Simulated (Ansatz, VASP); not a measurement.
# RbCd2Br4 in VASP and in Ansatz

```
Rb Cd Br
1.0
     2.94178   -7.93934    0.00000
     2.94178    7.93934    0.00000
     0.00000    0.00000    5.43509
Rb Cd Br
1 2 4
Direct
  0.00000 0.00000 0.00000
  0.33166 0.66834 0.50000
  0.66834 0.33166 0.50000
  0.15112 0.84888 0.50000
  0.37045 0.62955 0.00000
  0.84888 0.15112 0.50000
  0.62955 0.37045 0.00000
```

Change from the starting cell: species swapped into the CeRe4Si2 type (Cmmm, No. 65).

Alike in both runs: functional PBE; k mesh 6 × 6 × 6; occupations gaussian, width 0.1 eV; no spin polarisation.

Ansatz relaxed the structure, and its values are those at the end. VASP's run is a single point on that final structure, the one shown.

```csv
,VASP,Ansatz
version,VASP 6.6.1,Ansatz 0.2.0
potentials or method,"VASP PAW PBE potentials, release 64 (Rb_sv, Cd, Br), cutoff 520 eV","scalar-relativistic, plane waves, PAW"
valence electrons in the cell,61,77
```

Ansatz gave:

```
gap on the k mesh at the Fermi level (eV) : none
pressure (GPa)                            : 0.0
rms of the force components (eV/Å)        : 0.001
```

What did VASP give for the same quantities?

gap on the k mesh at the Fermi level (eV): none; pressure (GPa): 0.1; rms of the force components (eV/Å): 0.006.

A gap of «none» marks a metal or a gap that the smearing closes. VASP's potentials hold 61 valence electrons a cell and Ansatz's 77, so a difference there can come from the potentials and not from the codes.
